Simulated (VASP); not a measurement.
# Cd (P1) in VASP: single point with PBE

Aim: the single point of Cd with PBE.

Everything below comes from runs of VASP 6.6.1. Logs are shortened: lines on timing, memory, paths and dates and some standing lists are left out, and cuts for length are marked.

## (1) The cell of the first run

The typed cell holds 4 atoms: a = 3.253 Å, b = 2.958 Å, c = 12.943 Å, α = 87.48°, β = 90.62°, γ = 125.87°.

## (2) Single point, PBE (atoms moved at random and the cell strained at random)

Input file INCAR:

```
  PREC = Accurate
  ENCUT = 520
  EDIFF = 1E-6
  ISMEAR = 0
  SIGMA = 0.15
  LREAL = False
  LASPH = True
  NELM = 100
  ALGO = Normal
  ISIF = 2
  LWAVE = False
  LCHARG = True
  GGA = PE
  LELF = True
  LVHAR = True
  NBANDS = 32
```

Input file KPOINTS:

```
Automatic mesh
0
Gamma
  12 12 4
```

Input file POSCAR:

```
Cd
1.0
    3.2524435321     -0.0663311128     -0.0172191014
   -1.6836661948      2.4311711894      0.0698866458
   -0.0665683835      0.2735426587     12.9401802635
Cd
4
Direct
    0.3818909333      0.7035737793      0.1301287538
    0.2890069493      0.5940045725      0.6411106936
    0.4324046770      0.2495186722      0.3844847593
    0.8966974405      0.4529029759      0.8442757933
```

Potentials or basis: VASP PAW PBE potentials, release 64 (Cd).

Command:

```bash
$ cat potpaw_PBE.64/Cd/POTCAR > POTCAR
$ mpirun -np 1 vasp_std > vasp.out
```

OUTCAR:

```text
PREC = Accurate
   ENCUT = 520
   EDIFF = 1E-6
   ISMEAR = 0
   LREAL = False
   LASPH = True
   NELM = 100
   ISIF = 2
   GGA = PE

 ion  position               nearest neighbor table
   1  0.382  0.704  0.130-   3 3.54   3 3.69
   2  0.289  0.594  0.641-   4 2.84   4 3.43   4 3.44   3 3.63   3 3.66   4 3.77
   3  0.432  0.250  0.384-   1 3.54   2 3.63   2 3.66   1 3.69
   4  0.897  0.453  0.844-   2 2.84   2 3.43   2 3.44   2 3.77

  LATTYP: Found a triclinic cell.
 ALAT       =     2.9580752781
 B/A-ratio  =     0.9595303639
 C/A-ratio  =     4.3755621882
 COS(alpha) =     0.0333168334
 COS(beta)  =     0.0439169959
 COS(gamma) =     0.3706146398

  Lattice vectors:

 A1 = (   1.6836661948,  -2.4311711894,  -0.0698866458)
 A2 = (  -1.5687773373,  -2.3648400766,  -0.0526675444)
 A3 = (   0.0665683835,  -0.2735426587, -12.9401802635)

Analysis of symmetry for initial positions (statically):
=====================================================================
 Subroutine PRICEL returns:
 Original cell was already a primitive cell.

 Routine SETGRP: Setting up the symmetry group for a
 triclinic supercell.

 Subroutine GETGRP returns: Found  1 space group operations
 (whereof  1 operations were pure point group operations)
 out of a pool of  2 trial point group operations.

The static configuration has the point symmetry C_1 .

Analysis of symmetry for dynamics (positions and initial velocities):
=====================================================================
 Subroutine PRICEL returns:
 Original cell was already a primitive cell.

 Routine SETGRP: Setting up the symmetry group for a
 triclinic supercell.

 Subroutine GETGRP returns: Found  1 space group operations
 (whereof  1 operations were pure point group operations)
 out of a pool of  2 trial point group operations.

The dynamic configuration has the point symmetry C_1 .

 Subroutine INISYM returns: Found  1 space group operations
 (whereof  1 operations are pure point group operations),
 and found     1 'primitive' translations

----------------------------------------------------------------------------------------

                                     Primitive cell

  volume of cell :     100.8193

  direct lattice vectors                    reciprocal lattice vectors
     3.252443532 -0.066331113 -0.017219101     0.311851687  0.216052745 -0.002962878
    -1.683666195  2.431171189  0.069886646     0.008466893  0.417440401 -0.008780722
    -0.066568383  0.273542659 12.940180264     0.000369244 -0.001966995  0.077322156

  length of vectors
     3.253165419  2.958075278 12.943242337     0.379392991  0.417618579  0.077348052

  position of ions in fractional coordinates (direct lattice)
     0.381890933  0.703573779  0.130128754
     0.289006949  0.594004572  0.641110694
     0.432404677  0.249518672  0.384484759
     0.896697440  0.452902976  0.844275793

  ion indices of the primitive-cell ions
   primitive index   ion index
                 1           1
                 2           2
                 3           3
                 4           4

----------------------------------------------------------------------------------------

 KPOINTS: Automatic mesh

Automatic generation of k-mesh.
 Grid dimensions read from file:
 generate k-points for:   12   12    4

 Generating k-lattice:

  Cartesian coordinates                     Fractional coordinates (reciprocal lattice)
     0.025987641  0.018004395 -0.000246907     0.083333333 -0.000000000  0.000000000
     0.000705574  0.034786700 -0.000731727    -0.000000000  0.083333333 -0.000000000
     0.000092311 -0.000491749  0.019330539     0.000000000  0.000000000  0.250000000

  Length of vectors
     0.031616083  0.034801548  0.019337013

  Shift w.r.t. Gamma in fractional coordinates (k-lattice)
     0.000000000  0.000000000  0.000000000

 Subroutine IBZKPT returns following result:
 ===========================================

 Found    292 irreducible k-points:

 Following reciprocal coordinates:
            Coordinates               Weight
  0.000000  0.000000  0.000000      1.000000
  0.083333 -0.000000  0.000000      2.000000
  0.166667 -0.000000  0.000000      2.000000
  0.250000  0.000000  0.000000      2.000000
  0.333333 -0.000000  0.000000      2.000000
  0.416667 -0.000000  0.000000      2.000000
[... 16 lines left out ...]
  0.250000  0.166667  0.000000      2.000000
  0.333333  0.166667  0.000000      2.000000
 [... further k-points ...]
   k-points           NKPTS =    292   k-points in BZ     NKDIM =    292   number of bands    NBANDS=     32
   number of dos      NEDOS =    301   number of ions     NIONS =      4
   total plane-waves  NPLWV =  55296
   dimension x,y,z NGX =    24 NGY =   24 NGZ =   96
   dimension x,y,z NGXF=    48 NGYF=   48 NGZF=  192
   ions per type =               4
   NGX,Y,Z   is equivalent  to a cutoff of  12.26, 13.49, 12.33 a.u.
   NGXF,Y,Z  is equivalent  to a cutoff of  24.53, 26.98, 24.66 a.u.
 SYSTEM =  unknown system
   PREC   = accura    normal or accurate (medium, high low for compatibility)
   ISTART =      0    job   : 0-new  1-cont  2-samecut
   ICHARG =      2    charge: 1-file 2-atom 10-const
   ISPIN  =      1    spin polarized calculation?
   LNONCOLLINEAR =      F non collinear calculations
   LSORBIT =      F    spin-orbit coupling
   LASPH  =      T    aspherical Exc in radial PAW
   ENCUT  =  520.0 eV  38.22 Ry    6.18 a.u.   6.05  5.50 24.07*2*pi/ulx,y,z
   NELM   =    100;   NELMIN=  2; NELMDL= -5     # of ELM steps
   EDIFF  = 0.1E-05   stopping-criterion for ELM
   LREAL  =      F    real-space projection
[... 7 lines left out ...]
   TEBEG  =    0.0;   TEEND  =   0.0 temperature during run
   PSTRESS=    0.0 pullay stress
   NELECT =      48.0000    total number of electrons
   NUPDOWN=      -1.0000    fix difference up-down
   EMIN   =  10.00;   EMAX   =-10.00  energy-range for DOS
   EFERMI =   0.00;   METHOD = LEGACY
   ISMEAR =     0;   SIGMA  =   0.15  broadening in eV -4-tet -1-fermi 0-gaus
   EFERMI_NEDOS =   21; number of points for ismear=-14 and -15
   IALGO  =     38    algorithm
   IMIX   =      4    mixing-type and parameters
     AMIX     =   0.40;   BMIX     =  1.00
     AMIX_MAG =   1.60;   BMIX_MAG =  1.00
  volume/ion in A,a.u.               =      25.20       170.09
  Fermi-wavevector in a.u.,A,eV,Ry     =   1.278323  2.415680 22.233417  1.634110
  Thomas-Fermi vector in A             =   2.410872
   LORBIT       =      0    0 simple, 1 ext, 2 COOP (PROOUT), +10 PAW based schemes
   GGA     = PE    functional components
   LHFCALC =     F    Hartree Fock is set to
   AEXX    =    0.0000 exact exchange contribution
   IVDW    =     0    specifies the selected vdW correction
   LEPSILON=     F    determine dielectric tensor
   LRPA    =     F    only Hartree local field effects (RPA)
 non-spin polarized calculation
 Gauss-broadening in eV      SIGMA  =   0.15
  energy-cutoff  :      520.00
  volume of cell :      100.82
 maximum number of plane-waves:      2750
   NGX = 13   NGY = 11   NGZ = 49

 number of electron      47.9999996 magnetization

 Free energy of the ion-electron system (eV)
  ---------------------------------------------------
  ext. energy  EPLUGINS =         0.00000000
  ---------------------------------------------------
  free energy    TOTEN  =        -2.51486821 eV

  energy without entropy =       -2.49812422  energy(sigma->0) =       -2.50649622

 E-fermi :   1.9070     XC(G=0): -10.1330

 val. band max:        1.9055951419   @ k =   0.4167   0.0833   0.2500
 cond. band min:       1.9082654039   @ k =   0.2500   0.4167   0.0000
 fundamental gap:      0.0026702620
 Fermi energy:         1.9069741276

 k-point     1 :       0.0000    0.0000    0.0000
  band No.  band energies     occupation
      1      -7.8551      2.00000
      2      -7.7981      2.00000
      3      -7.6615      2.00000
      4      -7.6296      2.00000
      5      -7.6231      2.00000
      6      -7.6012      2.00000
[... 24 lines left out ...]
     31      14.9223      0.00000
     32      15.3628      0.00000

 k-point     2 :       0.0833   -0.0000    0.0000
  band No.  band energies     occupation
      1      -7.7766      2.00000
      2      -7.7061      2.00000
      3      -7.6188      2.00000
      4      -7.5800      2.00000
      5      -7.5582      2.00000
      6      -7.5270      2.00000
[... 24 lines left out ...]
     31      14.1772      0.00000
     32      14.7775      0.00000

 k-point     3 :       0.1667   -0.0000    0.0000
  band No.  band energies     occupation
      1      -7.6972      2.00000
      2      -7.5883      2.00000
      3      -7.5196      2.00000
      4      -7.4648      2.00000
      5      -7.4351      2.00000
      6      -7.4209      2.00000
[... 24 lines left out ...]
     31      12.4117      0.00000
     32      12.6328      0.00000

 k-point     4 :       0.2500    0.0000    0.0000
  band No.  band energies     occupation
      1      -7.7417      2.00000
      2      -7.6148      2.00000
      3      -7.5167      2.00000
      4      -7.4754      2.00000
      5      -7.4109      2.00000
      6      -7.3336      2.00000
[... 24 lines left out ...]
     31      10.7757      0.00000
     32      11.3674      0.00000

 k-point     5 :       0.3333   -0.0000    0.0000
  band No.  band energies     occupation
      1      -7.8253      2.00000
      2      -7.6919      2.00000
      3      -7.6036      2.00000
      4      -7.5633      2.00000
      5      -7.4968      2.00000
      6      -7.4586      2.00000
[... 584 lines left out ...]
     31      11.8207      0.00000
     32      12.3457      0.00000

 k-point    22 :       0.1667    0.1667    0.0000
  band No.  band energies     occupation
      1      -7.5350      2.00000
      2      -7.4609      2.00000
      3      -7.3882      2.00000
      4      -7.2912      2.00000
      5      -7.2402      2.00000
      6      -7.2057      2.00000
[... 24 lines left out ...]
     31      10.5314      0.00000
     32      10.9526      0.00000

 k-point    23 :       0.2500    0.1667    0.0000
  band No.  band energies     occupation
      1      -7.6184      2.00000
      2      -7.5861      2.00000
      3      -7.5025      2.00000
      4      -7.3959      2.00000
      5      -7.3603      2.00000
      6      -7.3251      2.00000
[... 24 lines left out ...]
     31       8.1268      0.00000
     32       9.5429      0.00000

 k-point    24 :       0.3333    0.1667    0.0000
  band No.  band energies     occupation
      1      -7.6826      2.00000
      2      -7.6383      2.00000
      3      -7.5571      2.00000
      4      -7.4655      2.00000
      5      -7.4292      2.00000
      6      -7.3911      2.00000
[... 24 lines left out ...]
     31       8.4712      0.00000
     32       8.7073      0.00000

 [... further k-points ...]

------------------------ aborting loop because EDIFF is reached ----------------------------------------

  FORCE on cell =-STRESS in cart. coord.  units (eV):
  Direction    XX          YY          ZZ          XY          YZ          ZX
  --------------------------------------------------------------------------------------
  -------------------------------------------------------------------------------------
  Total        0.2089922      3.0102662      0.0989338      0.7859003     -0.0971842     -0.5435750
  in kB        3.3212143     47.8378554      1.5722139     12.4891898     -1.5444094     -8.6382605
  external PRESSURE =      17.5770945 kB  Pullay stress =       0.0000000 kB

 VOLUME and BASIS-vectors are now :
 -----------------------------------------------------------------------------
  energy-cutoff  :      520.00
  volume of cell :      100.82
      direct lattice vectors                 reciprocal lattice vectors
     3.252443532 -0.066331113 -0.017219101     0.311851687  0.216052745 -0.002962878
    -1.683666195  2.431171189  0.069886646     0.008466893  0.417440401 -0.008780722
    -0.066568383  0.273542659 12.940180264     0.000369244 -0.001966995  0.077322156

 POSITION                                       TOTAL-FORCE (eV/Angst)
 -----------------------------------------------------------------------------------
      0.04883      1.72077      1.72648        -0.012998      0.013415     -0.084577
     -0.10280      1.60033      8.33262         0.199187      0.074852     -0.739825
      0.96067      0.68311      4.98529         0.012565     -0.005169      0.086239
      2.09772      1.27255     10.94129        -0.198754     -0.083099      0.738163
 -----------------------------------------------------------------------------------
    total drift:                                0.000393      0.000274      0.000274

  FREE ENERGIE OF THE ION-ELECTRON SYSTEM (eV)
  ---------------------------------------------------
  free  energy   TOTEN  =        -2.5148682095 eV

  energy  without entropy=       -2.4981242226  energy(sigma->0) =       -2.50649622
```

Run time: 19 min. Hardware: 1 thread of AMD EPYC 7R43 (Zen 3), shared host; peak memory 0.69 GiB.

Results:

```
Free energy            : -2.5149 eV
Pressure               : 1.8 GPa
Largest force          : 0.770 eV/Å
Band gap on the k mesh : zero (band 24 reaches 3.30 eV, above the bottom of band 25 at -0.60 eV)
```

Forces on the atoms (eV/Å):
```
Cd  -0.013  0.013 -0.085
Cd   0.199  0.075 -0.740
Cd   0.013 -0.005  0.086
Cd  -0.199 -0.083  0.738
```

Caveat: the cell differs from its parent crystal (atoms moved at random and the cell strained at random).
